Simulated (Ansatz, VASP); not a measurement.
# SiC in VASP and in Ansatz

INCAR

```
ALGO = Normal ; EDIFF = 1E-6
ENCUT = 600 ; GGA = CA
GGA_COMPAT = False ; ISIF = 2
ISMEAR = 0 ; LASPH = True
LCHARG = False ; LREAL = False
LWAVE = False ; NBANDS = 11
NELM = 120 ; PREC = Accurate
SIGMA = 0.01
```

File KPOINTS:

```
k-points
0
Gamma
  10 10 10
```

Contents of POSCAR:

```
SiC
1.0
    0.0000000000      2.1644841995      2.1644841995
    2.1644841995      0.0000000000      2.1644841995
    2.1644841995      2.1644841995      0.0000000000
Si C
1 1
Direct
    0.0000000000      0.0000000000      0.0000000000
    0.2500000000      0.2500000000      0.2500000000
```

Input for Ansatz:

```yaml
crystal:
  lattice:
    - [0.0, 2.1644841941, 2.1644841941]
    - [2.1644841941, 0.0, 2.1644841941]
    - [2.1644841941, 2.1644841941, 0.0]
  atoms:
    - { symbol: Si, position: [0.0, 0.0, 0.0] }
    - { symbol: C, position: [0.25, 0.25, 0.25] }
basis:
  ecutwfc: 420
kpoints:
  mp_grid: { grid: [10, 10, 10] }
  band_path:
    path:
      - [0.0, 0.0, 0.0]
      - [0.0, 0.0, 0.0]
      - [0.5, 0.5, 0.0]
      - [0.5, 0.5, 0.5]
      - [0.0041338603, 0.0041338603, 0.0]
      - [-0.0041338603, -0.0041338603, 0.0]
      - [0.0047733707, 0.0047733707, 0.0047733707]
      - [-0.0047733707, -0.0047733707, -0.0047733707]
      - [0.0041338603, 0.0041338603, 0.0]
      - [-0.0041338603, -0.0041338603, 0.0]
      - [0.5041338603, 0.5041338603, 0.0]
      - [0.4958661397, 0.4958661397, 0.0]
      - [0.5, 0.5041338603, 0.0041338603]
      - [0.5, 0.4958661397, -0.0041338603]
      - [0.5047733707, 0.5047733707, 0.5047733707]
      - [0.4952266293, 0.4952266293, 0.4952266293]
      - [0.4970769193, 0.5029230807, 0.5]
      - [0.5029230807, 0.4970769193, 0.5]
    npoints: 1
hamiltonian:
  xc: lda
  pseudopotentials: { kind: paw }
scf:
  occupations: { method: fixed }
  n_extra_bands: 5
output:
  forces: true
  stress: true
  eigenvalues: true
```

Alike in both runs: task single point; functional LDA; k mesh 10 × 10 × 10; no spin polarisation.

|  | VASP | Ansatz |
| --- | --- | --- |
| version | VASP 6.6.1 | Ansatz 0.2.0 |
| potentials or method | VASP PAW LDA potentials, release 64 (Si, C), cutoff 600 eV | scalar-relativistic, plane waves, PAW |
| occupations | gaussian, width 0.01 eV | fixed |
| valence electrons in the cell | 8 | 8 |

Ansatz gave:

| Property | Result |
| --- | --- |
| gap on the k mesh at the Fermi level (eV) | 1.30 |
| least direct gap on the mesh (eV) | 4.53 |
| pressure (GPa) | 0.0 |

Which values does VASP return?

gap on the k mesh at the Fermi level (eV): 1.29; least direct gap on the mesh (eV): 4.52; pressure (GPa): 0.3.

LDA's correlation is that of Perdew and Zunger in VASP and of Perdew and Wang (1992) in Ansatz.
